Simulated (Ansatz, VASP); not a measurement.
GaN in VASP and in Ansatz

```
CELL_PARAMETERS angstrom
3.18282 0.00000 0.00000
-1.59141 2.75640 0.00000
0.00000 0.00000 5.18567
ATOMIC_POSITIONS crystal
Ga 0.33333 0.66667 0.96318
Ga 0.66667 0.33333 0.46318
N 0.33333 0.66667 0.41382
N 0.66667 0.33333 0.91382
```

Change from the starting cell: polar distortion scaled by 0.40.

Alike in both runs: task single point; functional r2SCAN; k mesh 12 × 12 × 6; no spin polarisation.

|  | VASP | Ansatz |
| --- | --- | --- |
| version | VASP 6.6.1 | Ansatz 0.2.0 |
| potentials or method | VASP PAW PBE potentials, release 64 (Ga_d, N), cutoff 520 eV | scalar-relativistic, plane waves, PAW |
| occupations | gaussian, width 0.01 eV | fixed |
| valence electrons in the cell | 36 | 36 |

VASP gave:

- gap on the k mesh at the Fermi level (eV): 2.26
- least direct gap on the mesh (eV): 2.26
- pressure (GPa): 8.6
- traceless stress, the component that is largest in VASP (GPa): -12.20
- rms of the force components (eV/Å): 0.722

**Question.** Estimate Ansatz's values.

**Answer.** gap on the k mesh at the Fermi level (eV): 2.26; least direct gap on the mesh (eV): 2.26; pressure (GPa): 7.5; traceless stress, the component that is largest in VASP (GPa): -11.09; rms of the force components (eV/Å): 0.697.

VASP's potentials were made for PBE, not for r2SCAN. Atom by atom the forces differ by 0.024 eV/Å (rms over components).
